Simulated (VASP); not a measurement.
# CoRu3 (Pm-3m) in VASP: notebook, part 2 of 2

VASP 6.6.1. The steps go on from the part before.

### 4 Single point, PBE

Input file INCAR:

```
SYSTEM = CoRu3
PREC = Accurate ; ENCUT = 520
EDIFF = 1E-6 ; ISMEAR = 0
SIGMA = 0.1 ; LREAL = .False.
LASPH = .True. ; NELM = 100
ALGO = Fast ; ISIF = 2
LWAVE = .False. ; LCHARG = .False.
GGA = PE ; NBANDS = 34
```

Input file KPOINTS:

```
regular mesh
0
Gamma
  12 12 12
  0 0 0
```

Input file POSCAR:

```
CoRu3
1.0
    3.7331614353      0.0000000000      0.0000000000
    0.0000000000      3.7331614353      0.0000000000
    0.0000000000      0.0000000000      3.7331614353
Co Ru
1 3
Direct
    0.0000000000      0.0000000000      0.0000000000
    0.0000000000      0.5000000000      0.5000000000
    0.5000000000      0.0000000000      0.5000000000
    0.5000000000      0.5000000000      0.0000000000
```

Potentials or basis: VASP PAW PBE potentials, release 64 (Co, Ru_pv).

Launch:

```bash
cat potpaw_PBE.64/Co/POTCAR potpaw_PBE.64/Ru_pv/POTCAR > POTCAR
mpirun -np 1 vasp_std > vasp.out
```

OUTCAR:

```text
SYSTEM = CoRu3
   PREC = Accurate
   ENCUT = 520
   EDIFF = 1E-6
   ISMEAR = 0
   LREAL = .False.
   LASPH = .True.
   NELM = 100
   ISIF = 2
   GGA = PE

 ion  position               nearest neighbor table
   1  0.000  0.000  0.000-   2 2.64   3 2.64   4 2.64   2 2.64   3 2.64   2 2.64   4 2.64   2 2.64
                             3 2.64   4 2.64   3 2.64   4 2.64
   2  0.000  0.500  0.500-   1 2.64   3 2.64   4 2.64   1 2.64   4 2.64   1 2.64   3 2.64   1 2.64
                             3 2.64   4 2.64   4 2.64   3 2.64
   3  0.500  0.000  0.500-   1 2.64   2 2.64   4 2.64   1 2.64   4 2.64   2 2.64   4 2.64   4 2.64
                             1 2.64   2 2.64   1 2.64   2 2.64
   4  0.500  0.500  0.000-   1 2.64   2 2.64   3 2.64   2 2.64   3 2.64   1 2.64   3 2.64   3 2.64
                             1 2.64   2 2.64   2 2.64   1 2.64

  LATTYP: Found a simple cubic cell.
 ALAT       =     3.7331614353

  Lattice vectors:

 A1 = (   3.7331614353,   0.0000000000,   0.0000000000)
 A2 = (   0.0000000000,   3.7331614353,   0.0000000000)
 A3 = (   0.0000000000,   0.0000000000,   3.7331614353)

Analysis of symmetry for initial positions (statically):
=====================================================================
 Subroutine PRICEL returns:
 Original cell was already a primitive cell.

 Routine SETGRP: Setting up the symmetry group for a
 simple cubic supercell.

 Subroutine GETGRP returns: Found 48 space group operations
 (whereof 48 operations were pure point group operations)
 out of a pool of 48 trial point group operations.

The static configuration has the point symmetry O_h .

Analysis of symmetry for dynamics (positions and initial velocities):
=====================================================================
 Subroutine PRICEL returns:
 Original cell was already a primitive cell.

 Routine SETGRP: Setting up the symmetry group for a
 simple cubic supercell.

 Subroutine GETGRP returns: Found 48 space group operations
 (whereof 48 operations were pure point group operations)
 out of a pool of 48 trial point group operations.

The dynamic configuration has the point symmetry O_h .
[... 120 lines left out ...]
   IALGO  =     68    algorithm
   IMIX   =      4    mixing-type and parameters
     AMIX     =   0.40;   BMIX     =  1.00
     AMIX_MAG =   1.60;   BMIX_MAG =  1.00
  volume/ion in A,a.u.               =      13.01        87.77
  Fermi-wavevector in a.u.,A,eV,Ry     =   1.626253  3.073173 35.983313  2.644699
  Thomas-Fermi vector in A             =   2.719243
   LORBIT       =      0    0 simple, 1 ext, 2 COOP (PROOUT), +10 PAW based schemes
   GGA     = PE    functional components
   LHFCALC =     F    Hartree Fock is set to
   AEXX    =    0.0000 exact exchange contribution
   IVDW    =     0    specifies the selected vdW correction
   LEPSILON=     F    determine dielectric tensor
   LRPA    =     F    only Hartree local field effects (RPA)
 non-spin polarized calculation
 RMM-DIIS sequential band-by-band and
 Gauss-broadening in eV      SIGMA  =   0.10
  energy-cutoff  :      520.00
  volume of cell :       52.03
 maximum number of plane-waves:      1420
 NGX is ok and might be reduce to    28
   NGX = 13   NGY = 13   NGZ = 13

 number of electron      50.9999997 magnetization

 Free energy of the ion-electron system (eV)
  ---------------------------------------------------
  ext. energy  EPLUGINS =         0.00000000
  ---------------------------------------------------
  free energy    TOTEN  =       -34.15539911 eV

  energy without entropy =      -34.13774657  energy(sigma->0) =      -34.14657284

 E-fermi :  12.1028     XC(G=0): -13.9160

 val. band max:       12.1026870235   @ k =   0.5000   0.4167   0.1667
 cond. band min:      12.1061690713   @ k =   0.5000   0.5000   0.0000
 fundamental gap:      0.0034820478
 Fermi energy:        12.1028045230

 k-point     1 :       0.0000    0.0000    0.0000
  band No.  band energies     occupation
      1     -31.2811      2.00000
      2     -31.2811      2.00000
      3     -31.2811      2.00000
      4     -30.7478      2.00000
      5     -30.7478      2.00000
      6     -30.7478      2.00000
[... 877 lines left out ...]
     33      18.3021      0.00000
     34      23.1724      0.00000

 [... further k-points ...]
[... 5 lines left out ...]
  --------------------------------------------------------------------------------------
  -------------------------------------------------------------------------------------
  Total       -0.0678303     -0.0678303     -0.0678303     -0.0000000     -0.0000000      0.0000000
  in kB       -2.0888332     -2.0888332     -2.0888332     -0.0000000     -0.0000000      0.0000000
  external PRESSURE =      -2.0888332 kB  Pullay stress =       0.0000000 kB

 VOLUME and BASIS-vectors are now :
 -----------------------------------------------------------------------------
  energy-cutoff  :      520.00
  volume of cell :       52.03
      direct lattice vectors                 reciprocal lattice vectors
     3.733161435  0.000000000  0.000000000     0.267869477  0.000000000  0.000000000
     0.000000000  3.733161435  0.000000000     0.000000000  0.267869477  0.000000000
     0.000000000  0.000000000  3.733161435     0.000000000  0.000000000  0.267869477

 POSITION                                       TOTAL-FORCE (eV/Angst)
 -----------------------------------------------------------------------------------
      0.00000      0.00000      0.00000         0.000000      0.000000      0.000000
      0.00000      1.86658      1.86658         0.000000      0.000000      0.000000
      1.86658      0.00000      1.86658         0.000000      0.000000      0.000000
      1.86658      1.86658      0.00000         0.000000      0.000000      0.000000
 -----------------------------------------------------------------------------------
    total drift:                                0.000000      0.000000      0.000000

  FREE ENERGIE OF THE ION-ELECTRON SYSTEM (eV)
  ---------------------------------------------------
  free  energy   TOTEN  =       -34.1553991145 eV

  energy  without entropy=      -34.1377465658  energy(sigma->0) =      -34.14657284
```

stdout:

```text
POSCAR found type information on POSCAR CoRu
 POSCAR found :  2 types and       4 ions
 scaLAPACK will be used
 LDA part: xc-table for (Slater+PW92), standard interpolation
 POSCAR, INCAR and KPOINTS ok, starting setup
 FFT: planning ... GRIDC
 FFT: planning ... GRID_SOFT
 FFT: planning ... GRID
 WAVECAR not read
 entering main loop
```

Run time: 2.4 min. Hardware: 1 thread of Intel Xeon Platinum 8259CL at 2.50GHz (Skylake/Cascade Lake), shared host; peak memory 0.24 GiB.

Results:

```yaml
Free_energy: -34.1554 eV
Pressure: -0.2 GPa
```

### 5 Single point, PBE, collinear spin, ferromagnetic start

This run uses another cell than the first one, of 11.96 Å³/atom, 0.919 times its volume.

Input file INCAR:

```
SYSTEM = CoRu3
ALGO = Fast ; EDIFF = 1E-6
ENCUT = 520 ; GGA = PE
ISIF = 2 ; ISMEAR = 0
ISPIN = 2 ; LASPH = .TRUE.
LCHARG = .TRUE. ; LELF = .TRUE.
LMAXMIX = 4 ; LORBIT = 11
LREAL = .FALSE. ; LVHAR = .TRUE.
LWAVE = .FALSE. ; MAGMOM = 3 0 0 0
NBANDS = 38 ; NELM = 150
PREC = Accurate ; SIGMA = 0.1
```

Input file KPOINTS:

```
k-points
0
G
  6 6 6
  0 0 0
```

Input file POSCAR:

```
CoRu3
1.0
    3.6298040258      0.0000000000      0.0000000000
    0.0000000000      3.6298040258      0.0000000000
    0.0000000000      0.0000000000      3.6298040258
Co Ru
1 3
Direct
    0.0000000000      0.0000000000      0.0000000000
    0.0000000000      0.5000000000      0.5000000000
    0.5000000000      0.0000000000      0.5000000000
    0.5000000000      0.5000000000      0.0000000000
```

Launch:

```bash
cat potpaw_PBE.64/Co/POTCAR potpaw_PBE.64/Ru_pv/POTCAR > POTCAR
mpirun -np 1 vasp_std > vasp.out
```

It took 89 s on 1 thread of Intel Xeon Platinum 8259CL at 2.50GHz (Skylake/Cascade Lake), shared host; peak memory 0.2 GiB.

The run converged. Its results:

```
Free energy                                           : -33.7841 eV
Pressure                                              : 29.9 GPa
Net moment                                            : 0.00 μB per cell
Valence electrons inside the program's atomic spheres : Co 8.48; Ru 12.84
```

Levels at points of the mesh, in eV from the Fermi level:
Spin up:
```
           k point  band 22  band 23  band 24  band 25  band 26  band 27  band 28  band 29
(0.00, 0.00, 0.00)     1.06     1.06     1.06     1.14     1.14     2.14     2.74     2.74
(0.50, 0.00, 0.00)    -1.09    -1.09    -0.94    -0.81    -0.81    -0.42    -0.09     0.90
(0.50, 0.50, 0.00)    -1.52    -1.52    -1.43    -1.42    -0.82    -0.82    -0.37    -0.05
(0.50, 0.50, 0.50)     0.50     0.50     0.50     0.79     0.79     0.79     1.07     1.07
```
Spin down:
| k point | band 23 | band 24 | band 25 | band 26 | band 27 | band 28 |
| --- | --- | --- | --- | --- | --- | --- |
| (0.00, 0.00, 0.00) | 1.06 | 1.06 | 1.14 | 1.14 | 2.14 | 2.74 |
| (0.50, 0.00, 0.00) | -1.09 | -0.94 | -0.81 | -0.81 | -0.42 | -0.09 |
| (0.50, 0.50, 0.00) | -1.52 | -1.43 | -1.42 | -0.82 | -0.82 | -0.37 |
| (0.50, 0.50, 0.50) | 0.50 | 0.50 | 0.79 | 0.79 | 0.79 | 1.07 |

Caveat: the starting moments collapsed, and a magnetic state may lie lower.

### 6 Relaxation of cell and atoms, PBE

Input file INCAR:

```
PREC = Accurate
ENCUT = 600
EDIFF = 1E-7
ISMEAR = 0
SIGMA = 0.1
LREAL = False
LASPH = True
NELM = 100
ALGO = Fast
ISIF = 3
LWAVE = False
LCHARG = False
GGA = PE
IBRION = 2
NSW = 100
EDIFFG = -0.01
```

Input file KPOINTS:

```
Automatic mesh
0
Gamma
  12 12 12
```

Input file POSCAR:

```
CoRu3
1.0
    3.7331614353      0.0000000000      0.0000000000
    0.0000000000      3.7331614353      0.0000000000
    0.0000000000      0.0000000000      3.7331614353
Co Ru
1 3
Direct
    0.0000000000      0.0000000000      0.0000000000
    0.0000000000      0.5000000000      0.5000000000
    0.5000000000      0.0000000000      0.5000000000
    0.5000000000      0.5000000000      0.0000000000
```

Potentials or basis: VASP PAW PBE potentials, release 64 (Co, Ru_pv).

Launch:

```bash
cat potpaw_PBE.64/Co/POTCAR potpaw_PBE.64/Ru_pv/POTCAR > POTCAR
mpirun -np 1 vasp_std > vasp.out
```

Run time: 6.3 min. Hardware: 1 thread of Intel Xeon Platinum 8259CL at 2.50GHz (Skylake/Cascade Lake), shared host; peak memory 0.28 GiB.

The run converged. Its results:

| Quantity | Value |
| --- | --- |
| Free energy | -34.1554 eV |
| Relaxed volume | 13.00 Å³/atom |
| Relaxed cell | a = 3.732 Å, b = 3.732 Å, c = 3.732 Å, α = 90.00°, β = 90.00°, γ = 90.00° |
| Space group after relaxing (to 0.05 Å) | Pm-3m (No. 221) |
| Energy gained by relaxing | 0.0 meV/atom |
| Ionic steps | 3 |
| Pressure after relaxing | 0.0 GPa |

Final structure:
```
CELL_PARAMETERS angstrom
3.73211 0.00000 0.00000
0.00000 3.73211 0.00000
0.00000 0.00000 3.73211
ATOMIC_POSITIONS crystal
Co 0.00000 0.00000 0.00000
Ru 0.00000 0.50000 0.50000
Ru 0.50000 0.00000 0.50000
Ru 0.50000 0.50000 0.00000
```

Levels at points of the mesh, in eV from the Fermi level:
```csv
k point,band 22,band 23,band 24,band 25,band 26,band 27,band 28,band 29
"(0.00, 0.00, 0.00)",0.97,0.97,0.97,1.06,1.06,1.91,2.45,2.45
"(0.50, 0.00, 0.00)",-0.91,-0.91,-0.76,-0.65,-0.65,-0.30,-0.04,0.85
"(0.50, 0.50, 0.00)",-1.26,-1.26,-1.19,-1.19,-0.66,-0.66,-0.25,0.00
"(0.50, 0.50, 0.50)",0.57,0.57,0.57,0.75,0.75,0.75,0.98,0.98
```

Spin polarisation is off, so any magnetic state and its effect on volume and gap are missing.

### 7 Summary

```csv
task,cell,k mesh,cutoff (eV),gap on the mesh (eV),pressure (GPa),relaxed volume (Å³/atom)
single point,"a = 3.733 Å, 4 atoms",6 × 6 × 6,520,none,-0.1,-
relaxation of cell and atoms,"relaxed from a = 3.630 Å, 4 atoms",6 × 6 × 6,600,none,-0.1,13.00
single point,"a = 3.733 Å, 4 atoms",12 × 12 × 12,520,none,-0.2,-
relaxation of cell and atoms,"relaxed from a = 3.733 Å, 4 atoms",12 × 12 × 12,600,none,0.0,13.00
```

Alike in all rows: level PBE; potentials or basis VASP PAW PBE potentials, release 64 (Co, Ru_pv); no spin polarisation; smearing gaussian 0.1 eV.

Absolute energies hang on the potentials; compare differences alone.
